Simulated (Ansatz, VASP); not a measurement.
Two plane-wave programs on NaI

The input INCAR:

```
SYSTEM = NaI
  PREC = Accurate
  ENCUT = 520
  EDIFF = 1E-6
  ISMEAR = -1
  SIGMA = 0.02
  LREAL = .False.
  LASPH = .True.
  NELM = 100
  ALGO = Normal
  ISIF = 2
  LWAVE = .False.
  LCHARG = .False.
  GGA = PE
  NBANDS = 14
```

Contents of KPOINTS:

```
regular mesh
0
Gamma
  8 8 8
  0 0 0
```

The input POSCAR:

```
NaI
1.0
    0.0000000000      3.2296282834      3.2296282834
    3.2296282834      0.0000000000      3.2296282834
    3.2296282834      3.2296282834      0.0000000000
Na I
1 1
Direct
    0.0000000000      0.0000000000      0.0000000000
    0.5000000000      0.5000000000      0.5000000000
```

Input for Ansatz:

```yaml
crystal:
  lattice:
    - [0.0, 3.2296282834, 3.2296282834]
    - [3.2296282834, 0.0, 3.2296282834]
    - [3.2296282834, 3.2296282834, 0.0]
  atoms:
    - { symbol: Na, position: [0.0, 0.0, 0.0] }
    - { symbol: I, position: [0.5, 0.5, 0.5] }
kpoints:
  mp_grid: { grid: [8, 8, 8] }
  band_path:
    path:
      - [0.0, 0.0, 0.0]
      - [0.5, 0.0, 0.5]
      - [0.625, 0.25, 0.625]
      - [0.375, 0.375, 0.75]
      - [0.5, 0.5, 0.5]
      - [0.5, 0.25, 0.75]
    npoints: 1
hamiltonian:
  xc: pbe
scf:
  occupations: { method: fermi_dirac, width: 0.02 }
  n_extra_bands: 4
output:
  forces: true
  stress: true
  eigenvalues: true
```

Alike in both runs: task single point; functional PBE; k mesh 8 × 8 × 8; occupations fermi-dirac, width 0.02 eV; no spin polarisation.

```csv
,VASP,Ansatz
version,VASP 6.6.1,Ansatz 0.2.0
potentials or method,"VASP PAW PBE potentials, release 64 (Na_pv, I)","plane waves, PAW"
plane-wave cutoff (eV),520,420
valence electrons in the cell,14,26
```

Ansatz gave:

```
gap on the k mesh at the Fermi level (eV) : 3.66
pressure (GPa)                            : 0.5
```

Problem. Which values does VASP return?

Solution. gap on the k mesh at the Fermi level (eV): 3.66; pressure (GPa): 0.6.

The functional is the same, so the differences come from potentials, cutoffs and numerics. VASP's potentials hold 14 valence electrons a cell and Ansatz's 26, so a difference there can come from the potentials and not from the codes.

Spin-orbit coupling is off throughout.
